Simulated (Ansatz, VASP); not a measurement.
Pt in VASP and in Ansatz

```
Pt
1.0
    -1.58422    1.58422    1.63175
     1.58422   -1.58422    1.63175
     1.58422    1.58422   -1.63175
Pt
1
Direct
  0.00000 0.00000 0.00000
```

Change from the starting cell: strain +0.0300 x Voigt [0, 0, 1, 0, 0, 0], atoms carried along.

Alike in both runs: task single point; functional r2SCAN; k mesh 22 × 22 × 22; occupations gaussian, width 0.15 eV; no spin polarisation.

|  | VASP | Ansatz |
| --- | --- | --- |
| version | VASP 6.6.1 | Ansatz 0.2.0 |
| potentials or method | VASP PAW PBE potentials, release 64 (Pt), cutoff 520 eV | scalar-relativistic, plane waves, PAW |
| valence electrons in the cell | 10 | 18 |

|  | VASP | Ansatz | Ansatz less VASP |
| --- | --- | --- | --- |
| gap on the k mesh at the Fermi level (eV) | none | none | - |
| pressure (GPa) | -12.2 | -12.6 | -0.43 |
| traceless stress, the component that is largest in VASP (GPa) | 1.43 | 1.42 | -0.015 |

VASP's potentials were made for PBE, not for r2SCAN. A gap of «none» marks a metal or a gap that the smearing closes. VASP's potentials hold 10 valence electrons a cell and Ansatz's 18, so a difference there can come from the potentials and not from the codes.

Neither program's run includes spin-orbit coupling.
